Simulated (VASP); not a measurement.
## Sb: single point with LDA

The system is Sb.

```
CELL_PARAMETERS angstrom
3.20540 0.00000 0.00000
-1.60270 2.77596 0.00000
0.00000 0.00000 5.29956
ATOMIC_POSITIONS crystal
Sb 0.33333 0.66667 0.25000
Sb 0.66667 0.33333 0.75000
```

This cell differs from its parent crystal: volume scaled by 0.92.

```yaml
Program: VASP 6.6.1
Task: single point
Functional: LDA
Potentials_or_basis: VASP PAW LDA potentials, release 64 (Sb)
Cutoff: 520 eV
k_mesh: 12 × 12 × 7
Occupations: fermi-dirac, width 0.1 eV
Spin: no spin polarisation
Dipole_correction: no
Further_INCAR_settings: ALGO = Normal; EDIFF = 1e-06; NBANDS = 12
```

```json
{"Pressure": "7.6 GPa", "Band gap on the k mesh": "zero (band 5 reaches 15.30 eV, above the bottom of band 6 at 6.87 eV)"}
```

Stress tensor (GPa, compression positive):
```
8.44 0.00 0.00
0.00 8.44 0.00
0.00 0.00 5.99
```

Levels at points of the mesh, in eV from the Fermi level:
| k point | band 2 | band 3 | band 4 | band 5 | band 6 | band 7 | band 8 | band 9 |
| --- | --- | --- | --- | --- | --- | --- | --- | --- |
| (0.00, 0.00, 0.00) | -9.71 | -6.75 | 4.29 | 4.29 | 6.11 | 6.13 | 6.13 | 8.42 |
| (0.50, 0.00, 0.00) | -8.47 | -4.67 | -3.56 | -2.67 | -0.37 | 0.46 | 4.20 | 4.57 |

Run time: 8.6 s on 1 thread of Intel(R) Xeon(R) 6975P-C (Granite Rapids) (shared host), peak memory 0.16 GiB.

Caveat: spin-orbit coupling is left out, which moves the levels of the heavy elements.
